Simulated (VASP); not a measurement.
**H10CO6: single point with PBE+D3(BJ)**

H10CO6:

```
O H C
1.0
     6.19629    0.00000    0.00000
     0.00000    6.19629    0.00000
     0.00000    0.00000    6.19629
O H C
6 10 1
Direct
  0.36280 0.27587 0.18353
  0.36125 0.00005 0.54952
  0.09375 0.23201 0.84060
  0.72919 0.93884 0.80818
  0.81008 0.48960 0.34227
  0.01374 0.73044 0.52644
  0.25176 0.27181 0.07064
  0.50709 0.25435 0.12119
  0.36014 0.11123 0.42664
  0.24900 0.89465 0.50630
  0.18516 0.15916 0.73909
  0.96826 0.13076 0.85895
  0.81947 0.86602 0.70434
  0.60328 0.96563 0.71667
  0.70273 0.57079 0.42682
  0.13557 0.51831 0.31895
  0.99666 0.58059 0.39758
```

```yaml
Program: VASP 6.6.1
Task: single point
Functional: PBE
Dispersion: D3(BJ)
Potentials_or_basis: VASP PAW PBE potentials, release 64 (O, H, C)
Cutoff: 520 eV
k_mesh: 1 × 1 × 1
Occupations: fermi-dirac, width 0.02 eV
Spin: no spin polarisation
```

```
Pressure                   : 0.2 GPa
Largest force              : 1.834 eV/Å
Band gap on the k mesh     : 4.53 eV
Dispersion energy per atom : -0.028 eV
```

Forces in eV/Å, atoms in the order of the input:
```
O    0.952  0.124  1.131
O   -0.177  1.047 -1.183
O   -1.453  0.150  1.108
O   -0.148  0.332  0.393
O    0.110  0.180  0.223
O   -0.179  0.060 -0.037
H   -0.149 -0.375 -0.959
H   -0.681  0.067 -0.101
H    0.111 -0.921  0.638
H    0.162  0.083  0.376
H    0.909 -0.691 -0.831
H    0.370  0.615 -0.190
H    0.797 -0.568 -0.255
H   -0.638  0.304  0.087
H   -0.403 -0.209 -0.131
H    0.964 -0.879 -0.819
C   -0.548  0.680  0.549
```

Stress tensor (GPa, compression positive):
```
 0.66 -1.07 -0.95
-1.07 -0.18  1.42
-0.95  1.42  0.04
```

Levels at points of the mesh, in eV from the valence-band top:
| k point | band 21 | band 22 | band 23 | band 24 | band 25 | band 26 | band 27 | band 28 | band 29 | band 30 |
| --- | --- | --- | --- | --- | --- | --- | --- | --- | --- | --- |
| (0.00, 0.00, 0.00) | -0.98 | -0.67 | -0.51 | -0.21 | 0.00 | 4.53 | 4.97 | 7.55 | 8.33 | 8.46 |

Run time: 42 s on 1 thread of Intel Xeon 8259CL, on a shared host, peak memory 0.33 GiB.

Caveat: the k points lie up to 1.01 Å⁻¹ apart.
